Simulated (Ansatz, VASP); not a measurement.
# One calculation of Ge, two programs

The input POSCAR:

```
Ge
1.0
   -1.3379795626      1.3379795626      1.3379795626
    1.3379795626     -1.3379795626      1.3379795626
    1.3379795626      1.3379795626     -1.3379795626
Ge
1
Direct
    0.0000000000      0.0000000000      0.0000000000
```

Contents of INCAR.step1:

```
PREC = Accurate
ENCUT = 550
ISMEAR = 0
SIGMA = 0.1
LREAL = False
LASPH = True
NELM = 120
GGA = PE
ALGO = Normal
EDIFF = 1E-5
LWAVE = True
LCHARG = False
GGA_COMPAT = False
IBRION = 2
ISIF = 3
EDIFFG = -0.005
NELMIN = 4
NSW = 100
```

File INCAR.step2:

```
PREC = Accurate
ENCUT = 550
EDIFF = 1E-7
ISMEAR = 0
SIGMA = 0.1
LREAL = False
LASPH = True
NELM = 120
ALGO = Normal
ISIF = 3
LWAVE = False
LCHARG = False
METAGGA = R2SCAN
LMIXTAU = True
IBRION = 2
NSW = 80
EDIFFG = -0.05
ISTART = 1
GGA_COMPAT = False
NELMIN = 4
```

KPOINTS

```
regular mesh
0
Gamma
  10 10 10
```

Input for Ansatz:

```yaml
crystal:
  lattice:
    - [-1.3379795626, 1.3379795626, 1.3379795626]
    - [1.3379795626, -1.3379795626, 1.3379795626]
    - [1.3379795626, 1.3379795626, -1.3379795626]
  atoms:
    - { symbol: Ge, position: [0.0, 0.0, 0.0] }
basis:
  ecutwfc: 500
kpoints:
  mp_grid: { grid: [10, 10, 10] }
hamiltonian:
  xc: r2scan
scf:
  occupations: { method: gaussian, width: 0.1 }
output:
  forces: true
  stress: true
  eigenvalues: true
relax:
  adjacent_minimum: "off"
  f_tol: 0.05
  max_steps: 60
  cell: { stress_tol: 0.5 }
```

Alike in both runs: task relaxation of cell and atoms; functional r2SCAN; k mesh 10 × 10 × 10; occupations gaussian, width 0.1 eV; no spin polarisation.

|  | VASP | Ansatz |
| --- | --- | --- |
| version | VASP 6.6.1 | Ansatz 0.2.0 |
| potentials or method | VASP PAW PBE potentials, release 64 (Ge_d), cutoff 550 eV | scalar-relativistic, plane waves, PAW |
| valence electrons in the cell | 14 | 14 |

```csv
,VASP,Ansatz,Ansatz less VASP
"gap on the k mesh at the Fermi level, each at its own relaxed structure (eV)",none,none,-
relaxed volume (Å³/atom),18.38,18.45,+0.064
relaxed cell length with the largest relative difference (Å),2.880,2.883,+0.0034
```

VASP's potentials were made for PBE, not for r2SCAN. A gap of «none» marks a metal or a gap that the smearing closes.

Noted on VASP's run: the volume moved by over 15 % at a fixed basis, so the end points are rough.
